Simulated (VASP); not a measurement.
# ZnCuO (P4/nmm) in VASP: a series of runs

ZnCuO is run at these levels: PBE; tasks: single point, relaxation of cell and atoms.

All numbers are computed with VASP 6.6.1; they aren't measurements. Logs are shortened: lines on timing, memory, paths and dates and some standing lists are left out, and cuts for length are marked.

## Step 1: The cell of the first run

It takes space group P4/nmm (No. 129, tetragonal). Conventional cell: a = 3.704 Å, b = 3.704 Å, c = 5.715 Å, α = 90.00°, β = 90.00°, γ = 90.00°. Zn (site symmetry 4mm) has 4 O at 2.01 Å and 1 Cu at 2.48 Å within 2.7 Å. Cu (site symmetry 4mm) has 6 Zn at 2.48 to 3.24 Å and 4 Cu at 2.74 Å and 4 O at 3.07 Å within 3.3 Å. Within 2.7 Å of O (site symmetry -4m2) lie 4 Zn at 2.01 Å and 4 O at 2.62 Å.

The cell was generated, and may not be a known phase.

## Step 2: Single point, PBE

INCAR reads:

```
PREC = Accurate
ENCUT = 820
EDIFF = 1E-6
ISMEAR = 0
SIGMA = 0.1
LREAL = False
LASPH = True
NELM = 120
ALGO = Normal
ISIF = 2
LWAVE = False
LCHARG = False
GGA = PE
NBANDS = 46
GGA_COMPAT = False
```

KPOINTS reads:

```
regular mesh
0
Gamma
  10 10 8
```

POSCAR reads:

```
ZnCuO
1.0
    3.7038561467      0.0000000000      0.0000000000
    0.0000000000      3.7038561467      0.0000000000
    0.0000000000      0.0000000000      5.7148769494
Zn Cu O
2 2 2
Direct
    0.5000000000      0.0000000000      0.1383209849
    0.0000000000      0.5000000000      0.8616790151
    0.5000000000      0.0000000000      0.5714163172
    0.0000000000      0.5000000000      0.4285836828
    0.5000000000      0.5000000000      0.0000000000
    0.0000000000      0.0000000000      0.0000000000
```

Potentials or basis: VASP PAW PBE potentials, release 64 (Zn, Cu_sv_GW, O).

Launch:

```sh
> cat potpaw_PBE.64/Zn/POTCAR potpaw_PBE.64/Cu_sv_GW/POTCAR potpaw_PBE.64/O/POTCAR > POTCAR
> mpirun -np 1 vasp_std > vasp.out
```

OUTCAR:

```text
PREC = Accurate
   ENCUT = 820
   EDIFF = 1E-6
   ISMEAR = 0
   LREAL = False
   LASPH = True
   NELM = 120
   ISIF = 2
   GGA = PE

 ion  position               nearest neighbor table
   1  0.500  0.000  0.138-   5 2.01   6 2.01   5 2.01   6 2.01   3 2.48
   2  0.000  0.500  0.862-   5 2.01   6 2.01   6 2.01   5 2.01   4 2.48
   3  0.500  0.000  0.571-   1 2.48
   4  0.000  0.500  0.429-   2 2.48
   5  0.500  0.500  0.000-   1 2.01   2 2.01   1 2.01   2 2.01
   6  0.000  0.000  0.000-   1 2.01   2 2.01   2 2.01   1 2.01

  LATTYP: Found a simple tetragonal cell.
 ALAT       =     3.7038561467
 C/A-ratio  =     1.5429532690

  Lattice vectors:

 A1 = (   3.7038561467,   0.0000000000,   0.0000000000)
 A2 = (   0.0000000000,   3.7038561467,   0.0000000000)
 A3 = (   0.0000000000,   0.0000000000,   5.7148769494)

Analysis of symmetry for initial positions (statically):
=====================================================================
 Subroutine PRICEL returns:
 Original cell was already a primitive cell.

 Routine SETGRP: Setting up the symmetry group for a
 simple tetragonal supercell.

 Subroutine GETGRP returns: Found 16 space group operations
 (whereof  8 operations were pure point group operations)
 out of a pool of 16 trial point group operations.

The static configuration has the point symmetry D_2d.
 The point group associated with its full space group is D_4h.

Analysis of symmetry for dynamics (positions and initial velocities):
=====================================================================
 Subroutine PRICEL returns:
 Original cell was already a primitive cell.

 Routine SETGRP: Setting up the symmetry group for a
 simple tetragonal supercell.

 Subroutine GETGRP returns: Found 16 space group operations
 (whereof  8 operations were pure point group operations)
 out of a pool of 16 trial point group operations.

The dynamic configuration has the point symmetry D_2d.
 The point group associated with its full space group is D_4h.

 Subroutine INISYM returns: Found 16 space group operations
 (whereof  8 operations are pure point group operations),
 and found     1 'primitive' translations

----------------------------------------------------------------------------------------

                                     Primitive cell

  volume of cell :      78.3998

  direct lattice vectors                    reciprocal lattice vectors
     3.703856147  0.000000000  0.000000000     0.269988887  0.000000000  0.000000000
     0.000000000  3.703856147  0.000000000     0.000000000  0.269988887  0.000000000
     0.000000000  0.000000000  5.714876949     0.000000000  0.000000000  0.174981895

  length of vectors
     3.703856147  3.703856147  5.714876949     0.269988887  0.269988887  0.174981895

  position of ions in fractional coordinates (direct lattice)
     0.500000000  0.000000000  0.138320985
     0.000000000  0.500000000  0.861679015
     0.500000000  0.000000000  0.571416317
     0.000000000  0.500000000  0.428583683
     0.500000000  0.500000000  0.000000000
     0.000000000  0.000000000  0.000000000

  ion indices of the primitive-cell ions
   primitive index   ion index
                 1           1
                 2           2
                 3           3
                 4           4
                 5           5
                 6           6

----------------------------------------------------------------------------------------

 KPOINTS: regular mesh

Automatic generation of k-mesh.
 Grid dimensions read from file:
 generate k-points for:   10   10    8

 Generating k-lattice:

  Cartesian coordinates                     Fractional coordinates (reciprocal lattice)
     0.026998889  0.000000000  0.000000000     0.100000000  0.000000000  0.000000000
     0.000000000  0.026998889  0.000000000     0.000000000  0.100000000  0.000000000
     0.000000000  0.000000000  0.021872737     0.000000000  0.000000000  0.125000000

  Length of vectors
     0.026998889  0.026998889  0.021872737

  Shift w.r.t. Gamma in fractional coordinates (k-lattice)
     0.000000000  0.000000000  0.000000000

 Subroutine IBZKPT returns following result:
 ===========================================

 Found    105 irreducible k-points:

 Following reciprocal coordinates:
            Coordinates               Weight
  0.000000  0.000000  0.000000      1.000000
  0.100000  0.000000  0.000000      4.000000
  0.200000  0.000000  0.000000      4.000000
  0.300000  0.000000  0.000000      4.000000
  0.400000  0.000000  0.000000      4.000000
  0.500000  0.000000  0.000000      2.000000
[... 16 lines left out ...]
  0.100000  0.000000  0.125000      8.000000
  0.200000  0.000000  0.125000      8.000000
 [... further k-points ...]
   k-points           NKPTS =    105   k-points in BZ     NKDIM =    105   number of bands    NBANDS=     46
   number of dos      NEDOS =    301   number of ions     NIONS =      6
   total plane-waves  NPLWV =  69984
   dimension x,y,z NGX =    36 NGY =   36 NGZ =   54
   dimension x,y,z NGXF=    72 NGYF=   72 NGZF=  108
   ions per type =               2   2   2
   NGX,Y,Z   is equivalent  to a cutoff of  16.16, 16.16, 15.71 a.u.
   NGXF,Y,Z  is equivalent  to a cutoff of  32.32, 32.32, 31.42 a.u.
 SYSTEM =  unknown system
   PREC   = accura    normal or accurate (medium, high low for compatibility)
   ISTART =      0    job   : 0-new  1-cont  2-samecut
   ICHARG =      2    charge: 1-file 2-atom 10-const
   ISPIN  =      1    spin polarized calculation?
   LNONCOLLINEAR =      F non collinear calculations
   LSORBIT =      F    spin-orbit coupling
   LASPH  =      T    aspherical Exc in radial PAW
   ENCUT  =  820.0 eV  60.27 Ry    7.76 a.u.   8.65  8.65 13.34*2*pi/ulx,y,z
   NELM   =    120;   NELMIN=  2; NELMDL= -5     # of ELM steps
   EDIFF  = 0.1E-05   stopping-criterion for ELM
   LREAL  =      F    real-space projection
   EDIFFG = 0.1E-04   stopping-criterion for IOM
   NSW    =      0    number of steps for IOM
   IBRION =     -1    ionic relax: 0-MD 1-quasi-New 2-CG
   NFREE  =      0    steps in history (QN), initial steepest desc. (CG)
   ISIF   =      2    stress and relaxation
   ISYM   =      2    0-nonsym 1-usesym 2-fastsym
   POTIM  = 0.5000    time-step for ionic-motion
   TEBEG  =    0.0;   TEEND  =   0.0 temperature during run
   PSTRESS=    0.0 pullay stress
   NELECT =      74.0000    total number of electrons
   NUPDOWN=      -1.0000    fix difference up-down
   EMIN   =  10.00;   EMAX   =-10.00  energy-range for DOS
   EFERMI =   0.00;   METHOD = LEGACY
   ISMEAR =     0;   SIGMA  =   0.10  broadening in eV -4-tet -1-fermi 0-gaus
   EFERMI_NEDOS =   21; number of points for ismear=-14 and -15
   IALGO  =     38    algorithm
   IMIX   =      4    mixing-type and parameters
     AMIX     =   0.40;   BMIX     =  1.00
     AMIX_MAG =   1.60;   BMIX_MAG =  1.00
  volume/ion in A,a.u.               =      13.07        88.18
  Fermi-wavevector in a.u.,A,eV,Ry     =   1.605882  3.034677 35.087491  2.578858
  Thomas-Fermi vector in A             =   2.702158
   LORBIT       =      0    0 simple, 1 ext, 2 COOP (PROOUT), +10 PAW based schemes
   GGA     = PE    functional components
   LHFCALC =     F    Hartree Fock is set to
   AEXX    =    0.0000 exact exchange contribution
   IVDW    =     0    specifies the selected vdW correction
   LEPSILON=     F    determine dielectric tensor
   LRPA    =     F    only Hartree local field effects (RPA)
 non-spin polarized calculation
 Gauss-broadening in eV      SIGMA  =   0.10
  energy-cutoff  :      820.00
  volume of cell :       78.40
 maximum number of plane-waves:      4220
 NGX is ok and might be reduce to    36
   NGX = 17   NGY = 17   NGZ = 27

 number of electron      74.0000022 magnetization

 Free energy of the ion-electron system (eV)
  ---------------------------------------------------
  ext. energy  EPLUGINS =         0.00000000
  ---------------------------------------------------
  free energy    TOTEN  =       -21.61945525 eV

  energy without entropy =      -21.60385182  energy(sigma->0) =      -21.61165353

 E-fermi :   2.9671     XC(G=0): -11.3346

 val. band max:        2.9655356790   @ k =   0.5000   0.4000   0.2500
 cond. band min:       2.9700264966   @ k =   0.4000   0.0000   0.5000
 fundamental gap:      0.0044908177
 Fermi energy:         2.9670655680

 k-point     1 :       0.0000    0.0000    0.0000
  band No.  band energies     occupation
      1    -108.8733      2.00000
      2    -108.8701      2.00000
      3     -66.2746      2.00000
      4     -66.2739      2.00000
      5     -66.2709      2.00000
      6     -66.2709      2.00000
[... 38 lines left out ...]
     45      12.2727      0.00000
     46      12.3254      0.00000

 k-point     2 :       0.1000    0.0000    0.0000
  band No.  band energies     occupation
      1    -108.8732      2.00000
      2    -108.8701      2.00000
      3     -66.2747      2.00000
      4     -66.2745      2.00000
      5     -66.2704      2.00000
      6     -66.2697      2.00000
[... 38 lines left out ...]
     45      12.3693      0.00000
     46      13.2627      0.00000

 k-point     3 :       0.2000    0.0000    0.0000
  band No.  band energies     occupation
      1    -108.8730      2.00000
      2    -108.8703      2.00000
      3     -66.2755      2.00000
      4     -66.2750      2.00000
      5     -66.2690      2.00000
      6     -66.2676      2.00000
[... 38 lines left out ...]
     45      12.6606      0.00000
     46      14.4055      0.00000

 k-point     4 :       0.3000    0.0000    0.0000
  band No.  band energies     occupation
      1    -108.8725      2.00000
      2    -108.8707      2.00000
      3     -66.2760      2.00000
      4     -66.2754      2.00000
      5     -66.2668      2.00000
      6     -66.2651      2.00000
[... 920 lines left out ...]
     45      12.5156      0.00000
     46      12.5903      0.00000

 k-point    23 :       0.1000    0.0000    0.1250
  band No.  band energies     occupation
      1    -108.8732      2.00000
      2    -108.8701      2.00000
      3     -66.2748      2.00000
      4     -66.2746      2.00000
      5     -66.2704      2.00000
      6     -66.2698      2.00000
[... 38 lines left out ...]
     45      12.5978      0.00000
     46      13.1060      0.00000

 k-point    24 :       0.2000    0.0000    0.1250
  band No.  band energies     occupation
      1    -108.8729      2.00000
      2    -108.8704      2.00000
      3     -66.2755      2.00000
      4     -66.2751      2.00000
      5     -66.2690      2.00000
      6     -66.2677      2.00000
[... 38 lines left out ...]
     45      12.8771      0.00000
     46      14.3258      0.00000

 [... further k-points ...]

------------------------ aborting loop because EDIFF is reached ----------------------------------------

  FORCE on cell =-STRESS in cart. coord.  units (eV):
  Direction    XX          YY          ZZ          XY          YZ          ZX
  --------------------------------------------------------------------------------------
  -------------------------------------------------------------------------------------
  Total        0.1483852      0.1483852     -0.0865135      0.0000000      0.0000000      0.0000000
  in kB        3.0323976      3.0323976     -1.7679881      0.0000000      0.0000000      0.0000000
  external PRESSURE =       1.4322690 kB  Pullay stress =       0.0000000 kB

 VOLUME and BASIS-vectors are now :
 -----------------------------------------------------------------------------
  energy-cutoff  :      820.00
  volume of cell :       78.40
      direct lattice vectors                 reciprocal lattice vectors
     3.703856147  0.000000000  0.000000000     0.269988887  0.000000000  0.000000000
     0.000000000  3.703856147  0.000000000     0.000000000  0.269988887  0.000000000
     0.000000000  0.000000000  5.714876949     0.000000000  0.000000000  0.174981895

 POSITION                                       TOTAL-FORCE (eV/Angst)
 -----------------------------------------------------------------------------------
      1.85193      0.00000      0.79049         0.000000      0.000000      0.082860
      0.00000      1.85193      4.92439        -0.000000      0.000000     -0.082860
      1.85193      0.00000      3.26557        -0.000000      0.000000      0.000107
      0.00000      1.85193      2.44930         0.000000      0.000000     -0.000107
      1.85193      1.85193      0.00000         0.000000     -0.000000      0.000000
      0.00000      0.00000      0.00000        -0.000000      0.000000      0.000000
 -----------------------------------------------------------------------------------
    total drift:                                0.000000      0.000000      0.000000

  FREE ENERGIE OF THE ION-ELECTRON SYSTEM (eV)
  ---------------------------------------------------
  free  energy   TOTEN  =       -21.6194552481 eV

  energy  without entropy=      -21.6038518159  energy(sigma->0) =      -21.61165353
```

It took 7.3 min on 1 thread of AMD EPYC 9R45 (Zen 5), shared host; peak memory 0.74 GiB.

What came out:

```yaml
Free_energy: -21.6195 eV
Pressure: 0.1 GPa
Largest_force: 0.083 eV/Å
Band_gap_on_the_k_mesh: zero (bands 37 and 38 overlap by 2.26 eV)
```

Forces on the atoms (eV/Å):
```
Zn   0.000  0.000  0.083
Zn   0.000  0.000 -0.083
Cu   0.000  0.000  0.000
Cu   0.000  0.000  0.000
O    0.000  0.000  0.000
O    0.000  0.000  0.000
```

Levels at points of the mesh, in eV from the Fermi level:
```csv
k point,band 33,band 34,band 35,band 36,band 37,band 38,band 39,band 40,band 41,band 42
"(0.00, 0.00, 0.00)",-1.55,-1.25,-1.06,-1.06,-0.69,2.70,4.64,4.88,5.46,5.46
"(0.50, 0.00, 0.00)",-1.55,-1.55,-1.52,-1.52,-1.14,-1.14,3.74,3.74,7.91,7.91
"(0.50, 0.50, 0.00)",-1.64,-1.64,0.16,0.16,0.92,0.92,1.43,1.43,3.28,3.28
"(0.00, 0.00, 0.50)",-1.25,-1.04,-1.04,-0.91,-0.70,-0.47,4.82,4.82,5.14,6.21
"(0.50, 0.00, 0.50)",-1.60,-1.60,-1.55,-1.55,-0.50,-0.50,3.31,3.31,8.34,8.34
"(0.50, 0.50, 0.50)",-1.74,-1.74,0.16,0.16,0.94,0.94,1.92,1.92,4.89,4.89
```

With open d or f shells a metallic result of PBE can be an artefact of self-interaction; +U or a hybrid may open a gap.

## Step 3: Relaxation of cell and atoms, PBE, collinear spin

This run uses another cell than the first one, of 11.34 Å³/atom.

INCAR reads:

```
SYSTEM = ZnCuO
PREC = Accurate ; ENCUT = 600
EDIFF = 1E-6 ; ISMEAR = 0
SIGMA = 0.1 ; LREAL = .False.
LASPH = .True. ; NELM = 150
ALGO = Normal ; ISIF = 3
LWAVE = .False. ; LCHARG = .False.
ISPIN = 2 ; MAGMOM = 0 0 1 1 0 0
LORBIT = 11 ; LMAXMIX = 4
GGA = PE ; IBRION = 2
NSW = 90 ; EDIFFG = -0.04
```

KPOINTS reads:

```
Automatic mesh
0
Gamma
  6 6 4
  0 0 0
```

POSCAR reads:

```
ZnCuO
1.0
    3.0922970900      0.0000000000      0.0000000000
    0.0000000000      3.0922970900      0.0000000000
    0.0000000000      0.0000000000      7.1174559000
Zn Cu O
2 2 2
Direct
    0.5000000000      0.0000000000      0.1277291900
    0.0000000000      0.5000000000      0.8722708100
    0.5000000000      0.0000000000      0.6835422500
    0.0000000000      0.5000000000      0.3164577500
    0.5000000000      0.5000000000      0.0000000000
    0.0000000000      0.0000000000      0.0000000000
```

Potentials or basis: VASP PAW PBE potentials, release 64 (Zn, Cu, O).

Launch:

```sh
> cat potpaw_PBE.64/Zn/POTCAR potpaw_PBE.64/Cu/POTCAR potpaw_PBE.64/O/POTCAR > POTCAR
> mpirun -np 1 vasp_std > vasp.out
```

Wall time 32 min (1 thread of Intel Xeon 6975P-C (Granite Rapids), shared host); peak memory 0.34 GiB.

Results (log left out):

```
Free energy                                           : -21.5113 eV
Relaxed volume                                        : 12.76 Å³/atom
Relaxed cell                                          : a = 3.695 Å, b = 3.695 Å, c = 5.605 Å, α = 90.00°, β = 90.00°, γ = 90.00°
Space group after relaxing (to 0.1 Å)                 : P4/nmm (No. 129)
Pressure after relaxing                               : 0.1 GPa
Largest force after relaxing                          : 0.031 eV/Å
Band gap on the k mesh                                : zero (filled and empty bands overlap)
Net moment                                            : 0.00 μB per cell
Valence electrons inside the program's atomic spheres : Zn 10.81; Cu 9.77; O 4.99
```

Forces on the atoms (eV/Å):
```
Zn   0.000  0.000 -0.031
Zn   0.000  0.000  0.031
Cu   0.000  0.000  0.023
Cu   0.000  0.000 -0.023
O    0.000  0.000  0.000
O    0.000  0.000  0.000
```

Stress tensor (GPa, compression positive):
```
-0.02  0.00  0.00
 0.00 -0.02  0.00
 0.00  0.00  0.48
```

Final structure:
```xyz
6
Lattice="3.6955 0.0000 0.0000 0.0000 3.6955 0.0000 0.0000 0.0000 5.6045" Properties=species:S:1:pos:R:3 pbc="T T T"
Zn    1.8477    0.0000    0.8225
Zn    0.0000    1.8477    4.7821
Cu    1.8477    0.0000    3.2785
Cu    0.0000    1.8477    2.3260
O     1.8477    1.8477    0.0000
O     0.0000    0.0000    0.0000
```

Levels at points of the mesh, in eV from the Fermi level:
Spin up:
```tsv
k point	band 25	band 26	band 27	band 28	band 29	band 30	band 31	band 32	band 33	band 34
(0.00, 0.00, 0.00)	-1.77	-1.47	-1.07	-1.07	-0.75	2.83	4.63	4.77	5.47	5.47
(0.50, 0.00, 0.00)	-1.66	-1.66	-1.62	-1.62	-1.18	-1.18	3.78	3.78	7.97	7.97
(0.50, 0.50, 0.00)	-1.62	-1.62	0.08	0.08	0.89	0.89	1.32	1.32	3.28	3.28
(0.00, 0.00, 0.50)	-1.47	-1.03	-1.03	-0.97	-0.76	-0.49	4.69	4.69	5.05	6.09
(0.50, 0.00, 0.50)	-1.74	-1.74	-1.66	-1.66	-0.49	-0.49	3.32	3.32	8.21	8.21
(0.50, 0.50, 0.50)	-1.87	-1.87	0.08	0.08	0.78	0.78	2.05	2.05	5.01	5.01
```
Spin down:
| k point | band 27 | band 28 | band 29 | band 30 | band 31 | band 32 |
| --- | --- | --- | --- | --- | --- | --- |
| (0.00, 0.00, 0.00) | -1.07 | -1.07 | -0.75 | 2.83 | 4.63 | 4.77 |
| (0.50, 0.00, 0.00) | -1.62 | -1.62 | -1.18 | -1.18 | 3.78 | 3.78 |
| (0.50, 0.50, 0.00) | 0.08 | 0.08 | 0.89 | 0.89 | 1.32 | 1.32 |
| (0.00, 0.00, 0.50) | -1.03 | -0.97 | -0.76 | -0.49 | 4.69 | 4.69 |
| (0.50, 0.00, 0.50) | -1.66 | -1.66 | -0.49 | -0.49 | 3.32 | 3.32 |
| (0.50, 0.50, 0.50) | 0.08 | 0.08 | 0.78 | 0.78 | 2.05 | 2.05 |

Caveat: a cell axis changed by over 15 % at a fixed basis, so the end point is rough. With open d or f shells a metallic result of PBE can be an artefact of self-interaction; +U or a hybrid may open a gap.

The gap in the log of VASP goes by the Fermi energy; the results here count the filled bands.